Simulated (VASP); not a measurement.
Input of a VASP 6.6.1 run:

INCAR

```
PREC     = Accurate       # precision mode
ENCUT    = 520            # plane-wave cutoff, eV
EDIFF    = 1E-7           # SCF threshold, eV
ISMEAR   = 0              # smearing method
SIGMA    = 0.1            # smearing width, eV
LREAL    = F              # projectors in reciprocal space
LASPH    = T              # aspherical terms in the spheres
NELM     = 80             # most SCF steps
ALGO     = Normal         # electronic algorithm
ISIF     = 2              # what is computed and relaxed
LWAVE    = F              # write WAVECAR
LCHARG   = F              # write CHGCAR
GGA      = PE             # functional
NBANDS   = 28             # bands
```

The input KPOINTS:

```
Automatic mesh
0
Gamma
  6 6 4
```

The input POSCAR:

```
LuHfF
1.0
    3.6377130709      0.0000000035      0.0000000000
   -1.8188565385      3.1503519294      0.0000000000
    0.0000000000      0.0000000000      6.4164270122
Lu Hf F
1 1 1
Direct
    0.3333333333      0.6666666667      0.0000000000
    0.3333333333      0.6666666667      0.5000000000
    0.0000000000      0.0000000000      0.5000000000
```

Potentials or basis: VASP PAW PBE potentials, release 64 (Lu, Hf_pv, F).

Command:

```console
$ cat potpaw_PBE.64/Lu/POTCAR potpaw_PBE.64/Hf_pv/POTCAR potpaw_PBE.64/F/POTCAR > POTCAR
$ mpirun -np 1 vasp_std > vasp.out
```

**Question.** What does it give for the pressure?

**Answer.** -0.8 GPa.

**Question.** Estimate the band gap on the k mesh.

**Answer.** Zero (band 21 reaches 3.72 eV, above the bottom of band 22 at 2.63 eV).

Stress tensor (GPa, compression positive):
```
-1.15  0.00  0.00
 0.00 -1.15  0.00
 0.00  0.00 -0.11
```

Caveat: spin-orbit coupling is left out, which moves the levels of the heavy elements.
